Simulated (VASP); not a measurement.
Crystal: Cu2W.

```
CELL_PARAMETERS angstrom
3.69696 0.00000 0.00000
-1.84848 3.20166 0.00000
0.00000 0.00000 3.95819
ATOMIC_POSITIONS crystal
Cu 0.33333 0.66667 0.00000
Cu 0.66667 0.33333 0.00000
W 0.00000 0.00000 0.50000
```

- Program: VASP 6.6.1
- Task: relaxation of cell and atoms
- Functional: PBE
- Potentials or basis: VASP PAW PBE potentials, release 64 (Cu, W_sv)
- Cutoff: 600 eV
- k mesh: 6 × 6 × 4
- Occupations: gaussian, width 0.1 eV
- Spin: no spin polarisation

At the start: pressure -7.6 GPa; volume 15.62 Å³/atom.

Question: How do energy, volume and symmetry change on relaxing?

Answer: Over 18 steps the energy falls by 893.8 meV/atom and the volume is 13.38 Å³/atom (-14.3 %); space group P6/mmm (No. 191, to 0.05 Å).

Step by step:
| step | energy change (eV) | largest force (eV/Å) | pressure (GPa) | volume (Å³) |
| --- | --- | --- | --- | --- |
| 1 | 0.0000 | 0.0000 | -7.64 | 46.85 |
| 2 | -1.0572 | 0.0000 | 3.70 | 41.66 |
| 3 | 12.2915 | 0.0000 | 370.53 | 24.35 |
| 4 | -1.2498 | 0.0000 | 6.63 | 40.63 |
| 5 | -1.3552 | 0.0000 | 66.15 | 32.78 |
| 6 | -1.6953 | 0.0000 | 24.14 | 37.20 |
| 7 | -1.7479 | 0.0000 | 39.30 | 35.17 |
| 8 | -1.9578 | 0.0000 | 38.46 | 35.09 |
| 9 | -2.0712 | 0.0000 | 41.37 | 34.73 |
| 10 | -2.0957 | 0.0000 | 39.82 | 34.84 |
| 11 | -2.3447 | 0.0000 | 28.16 | 36.01 |
| 12 | -2.6620 | 0.0000 | 4.15 | 39.36 |
| 13 | -2.6714 | 0.0000 | 0.30 | 40.04 |
| 14 | -2.6716 | 0.0000 | -0.18 | 40.15 |
| 15 | -2.6741 | 0.0000 | -0.12 | 40.15 |
| 16 | -2.6795 | 0.0000 | -0.07 | 40.14 |
| 17 | -2.6794 | 0.0000 | 0.23 | 40.13 |
| 18 | -2.6814 | 0.0000 | 0.18 | 40.14 |

Final structure:
```
Cu W
1.0
     4.15824    0.00000    0.00000
    -2.07912    3.60114    0.00000
     0.00000    0.00000    2.68062
Cu W
2 1
Direct
  0.33333 0.66667 0.00000
  0.66667 0.33333 0.00000
  0.00000 0.00000 0.50000
```

Caveat: the k points lie up to 0.59 Å⁻¹ apart in the final cell.
